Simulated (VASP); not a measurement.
Input of a VASP 6.6.1 run:

File INCAR:

```
PREC = Accurate
ENCUT = 520
EDIFF = 1E-7
ISMEAR = -1
SIGMA = 0.01
LREAL = Auto
LASPH = T
NELM = 100
ALGO = Normal
ISIF = 2
LWAVE = F
LCHARG = F
GGA = PE
NBANDS = 366
```

The input KPOINTS:

```
Automatic mesh
0
Gamma
  1 1 1
  0.25 0.25 0.25
```

The input POSCAR:

```
GaN
1.0
    9.6558640366      0.0000000000      0.0000000000
   -4.8279320183      8.3622235511      0.0000000000
    0.0000000000      0.0000000000     10.4870679403
Ga N
36 36
Direct
    0.2222222222      0.1111111111      0.2495684320
    0.1111111111      0.2222222222      0.4995684320
    0.2222222222      0.1111111111      0.7495684320
    0.1111111111      0.2222222222      0.9995684320
    0.2222222222      0.4444444444      0.2495684320
    0.1111111111      0.5555555556      0.4995684320
    0.2222222222      0.4444444444      0.7495684320
    0.1111111111      0.5555555556      0.9995684320
    0.2222222222      0.7777777778      0.2495684320
    0.1111111111      0.8888888889      0.4995684320
    0.2222222222      0.7777777778      0.7495684320
    0.1111111111      0.8888888889      0.9995684320
    0.5555555556      0.1111111111      0.2495684320
    0.4444444444      0.2222222222      0.4995684320
    0.5555555556      0.1111111111      0.7495684320
    0.4444444444      0.2222222222      0.9995684320
    0.5555555556      0.4444444444      0.2495684320
    0.4444444444      0.5555555556      0.4995684320
    0.5555555556      0.4444444444      0.7495684320
    0.4444444444      0.5555555556      0.9995684320
    0.5555555556      0.7777777778      0.2495684320
    0.4444444444      0.8888888889      0.4995684320
    0.5555555556      0.7777777778      0.7495684320
    0.4444444444      0.8888888889      0.9995684320
    0.8888888889      0.1111111111      0.2495684320
    0.7777777778      0.2222222222      0.4995684320
    0.8888888889      0.1111111111      0.7495684320
    0.7777777778      0.2222222222      0.9995684320
    0.8888888889      0.4444444444      0.2495684320
    0.7777777778      0.5555555556      0.4995684320
    0.8888888889      0.4444444444      0.7495684320
    0.7777777778      0.5555555556      0.9995684320
    0.8888888889      0.7777777778      0.2495684320
    0.7777777778      0.8888888889      0.4995684320
    0.8888888889      0.7777777778      0.7495684320
    0.7777777778      0.8888888889      0.9995684320
    0.2222222222      0.1111111111      0.4379315680
    0.1111111111      0.2222222222      0.1879315680
    0.2222222222      0.1111111111      0.9379315680
    0.1111111111      0.2222222222      0.6879315680
    0.2222222222      0.4444444444      0.4379315680
    0.1111111111      0.5555555556      0.1879315680
    0.2222222222      0.4444444444      0.9379315680
    0.1111111111      0.5555555556      0.6879315680
    0.2222222222      0.7777777778      0.4379315680
    0.1111111111      0.8888888889      0.1879315680
    0.2222222222      0.7777777778      0.9379315680
    0.1111111111      0.8888888889      0.6879315680
    0.5555555556      0.1111111111      0.4379315680
    0.4444444444      0.2222222222      0.1879315680
    0.5555555556      0.1111111111      0.9379315680
    0.4444444444      0.2222222222      0.6879315680
    0.5555555556      0.4444444444      0.4379315680
    0.4444444444      0.5555555556      0.1879315680
    0.5555555556      0.4444444444      0.9379315680
    0.4444444444      0.5555555556      0.6879315680
    0.5555555556      0.7777777778      0.4379315680
    0.4444444444      0.8888888889      0.1879315680
    0.5555555556      0.7777777778      0.9379315680
    0.4444444444      0.8888888889      0.6879315680
    0.8888888889      0.1111111111      0.4379315680
    0.7777777778      0.2222222222      0.1879315680
    0.8888888889      0.1111111111      0.9379315680
    0.7777777778      0.2222222222      0.6879315680
    0.8888888889      0.4444444444      0.4379315680
    0.7777777778      0.5555555556      0.1879315680
    0.8888888889      0.4444444444      0.9379315680
    0.7777777778      0.5555555556      0.6879315680
    0.8888888889      0.7777777778      0.4379315680
    0.7777777778      0.8888888889      0.1879315680
    0.8888888889      0.7777777778      0.9379315680
    0.7777777778      0.8888888889      0.6879315680
```

Potentials or basis: VASP PAW PBE potentials, release 64 (Ga_d, N).

Launch:

```bash
$ cat potpaw_PBE.64/Ga_d/POTCAR potpaw_PBE.64/N/POTCAR > POTCAR
$ mpirun -np 1 vasp_std > vasp.out
```

(1) Estimate the band gap on the k mesh.

(2) Estimate the largest force.

(3) Estimate the pressure.

Results:

(1) 3.50 eV.

(2) 0.005 eV/Å.

(3) -0.1 GPa.

Caveat: the k points lie up to 0.75 Å⁻¹ apart; a shifted mesh leaves out Γ, where band edges can lie.
